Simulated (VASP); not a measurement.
Na3TeH:

```
CELL_PARAMETERS angstrom
4.76078 0.00000 0.00000
0.00000 4.76078 0.00000
0.00000 0.00000 4.76078
ATOMIC_POSITIONS crystal
Na 0.50000 0.00000 0.50000
Na 0.00000 0.50000 0.50000
Na 0.50000 0.50000 0.00000
Te 0.00000 0.00000 0.00000
H 0.50000 0.50000 0.50000
```

| Property | Result |
| --- | --- |
| Program | VASP 6.6.1 |
| Task | relaxation of cell and atoms |
| Functional | r2SCAN |
| Potentials or basis | VASP PAW PBE potentials, release 64 (Na_pv, Te, H) |
| Cutoff | 600 eV |
| k mesh | 6 × 6 × 6 |
| Occupations | gaussian, width 0.02 eV |
| Spin | no spin polarisation |

At the start: pressure -0.7 GPa; volume 21.58 Å³/atom.

Task: How do energy, volume and symmetry change on relaxing?

Result: Over 5 steps the energy falls by 2.0 meV/atom and the volume is 20.86 Å³/atom (-3.4 %); space group Pm-3m (No. 221, to 0.05 Å).

Step by step:
| step | energy change (eV) | largest force (eV/Å) | pressure (GPa) | volume (Å³) |
| --- | --- | --- | --- | --- |
| 1 | 0.0000 | 0.0000 | -0.74 | 107.90 |
| 2 | -0.0063 | 0.0000 | -0.44 | 106.36 |
| 3 | -0.0084 | 0.0000 | -0.30 | 105.55 |
| 4 | -0.0101 | 0.0000 | 0.08 | 103.95 |
| 5 | -0.0101 | 0.0000 | 0.00 | 104.28 |

Final structure:
```
Na Te H
1.0
     4.70685    0.00000    0.00000
     0.00000    4.70685    0.00000
     0.00000    0.00000    4.70685
Na Te H
3 1 1
Cartesian
  2.3534 0.0000 2.3534
  0.0000 2.3534 2.3534
  2.3534 2.3534 0.0000
  0.0000 0.0000 0.0000
  2.3534 2.3534 2.3534
```

Caveat: the PAW data sets were made with another functional, which shifts forces and pressure a little.
